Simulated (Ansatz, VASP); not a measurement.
Two plane-wave programs on Ni2Os

Contents of INCAR:

```
PREC = Accurate
ENCUT = 600
EDIFF = 1E-6
ISMEAR = 0
SIGMA = 0.1
LREAL = False
LASPH = True
NELM = 80
ALGO = Fast
ISIF = 3
LWAVE = False
LCHARG = False
GGA = PE
IBRION = 2
NSW = 100
EDIFFG = -0.01
```

KPOINTS

```
regular mesh
0
Gamma
  12 12 18
```

POSCAR

```
Ni2Os
1.0
    4.0489116349      0.0000000000      0.0000000000
   -2.0244558175      3.5064603335      0.0000000000
    0.0000000000      0.0000000000      2.5378447028
Ni Os
2 1
Direct
    0.3333333333      0.6666666667      0.5000000000
    0.6666666667      0.3333333333      0.5000000000
    0.0000000000      0.0000000000      0.0000000000
```

Input for Ansatz:

```yaml
crystal:
  lattice:
    - [4.0489116349, 0.0, 0.0]
    - [-2.0244558175, 3.5064603335, 0.0]
    - [0.0, 0.0, 2.5378447028]
  atoms:
    - { symbol: Ni, position: [0.3333333333, 0.6666666667, 0.5] }
    - { symbol: Ni, position: [0.6666666667, 0.3333333333, 0.5] }
    - { symbol: Os, position: [0.0, 0.0, 0.0] }
basis:
  ecutwfc: 420
kpoints:
  mp_grid: { grid: [12, 12, 18] }
hamiltonian:
  xc: pbe
scf:
  occupations: { method: gaussian, width: 0.1 }
output:
  forces: true
  stress: true
  eigenvalues: true
relax:
  adjacent_minimum: "off"
  f_tol: 0.01
  max_steps: 80
  cell: { stress_tol: 0.05 }
```

Alike in both runs: task relaxation of cell and atoms; functional PBE; k mesh 12 × 12 × 18; occupations gaussian, width 0.1 eV; no spin polarisation.

|  | VASP | Ansatz |
| --- | --- | --- |
| version | VASP 6.6.1 | Ansatz 0.2.0 |
| potentials or method | VASP PAW PBE potentials, release 64 (Ni, Os), cutoff 600 eV | scalar-relativistic, plane waves, PAW |
| valence electrons in the cell | 28 | 52 |

```tsv
	VASP	Ansatz	Ansatz less VASP
gap on the k mesh at the Fermi level, each at its own relaxed structure (eV)	none	none	-
relaxed volume (Å³/atom)	11.97	11.98	+0.008
relaxed length of the cell vector where the two differ most in proportion (Å)	2.517	2.520	+0.0023
```

A gap of «none» marks a metal or a gap that the smearing closes. VASP's potentials hold 28 valence electrons a cell and Ansatz's 52, so a difference there can come from the potentials and not from the codes.

Neither program's run includes spin-orbit coupling.
